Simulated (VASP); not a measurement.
Here is a VASP 6.6.1 calculation.

The input INCAR:

```
PREC     = Accurate       # precision mode
ENCUT    = 520            # plane-wave cutoff, eV
EDIFF    = 1E-7           # SCF threshold, eV
ISMEAR   = 0              # smearing method
SIGMA    = 0.01           # smearing width, eV
LREAL    = False          # projectors in reciprocal space
LASPH    = True           # aspherical terms in the spheres
NELM     = 80             # most SCF steps
ALGO     = Normal         # electronic algorithm
ISIF     = 2              # what is computed and relaxed
LWAVE    = False          # write WAVECAR
LCHARG   = False          # write CHGCAR
GGA      = PE             # functional
NBANDS   = 16             # bands
```

Contents of KPOINTS:

```
Automatic mesh
0
Gamma
  4 4 4
```

The input POSCAR:

```
ZnSe
1.0
    0.0000000000      2.8890690981      2.8890690981
    2.8890690981      0.0000000000      2.8890690981
    2.8890690981      2.8890690981      0.0000000000
Zn Se
1 1
Direct
    0.0000000000      0.0000000000      0.0000000000
    0.2500000000      0.2500000000      0.2500000000
```

Potentials or basis: VASP PAW PBE potentials, release 64 (Zn, Se).

Run with:

```bash
$ cat potpaw_PBE.64/Zn/POTCAR potpaw_PBE.64/Se/POTCAR > POTCAR
$ mpirun -np 1 vasp_std > vasp.out
```

Question: Predict the pressure.

Answer: -0.8 GPa.

Question: Estimate the band gap on the k mesh.

Answer: 1.05 eV, direct.

Caveat: the k points lie up to 0.47 Å⁻¹ apart; the cell differs from its parent crystal (strain +2.0%).
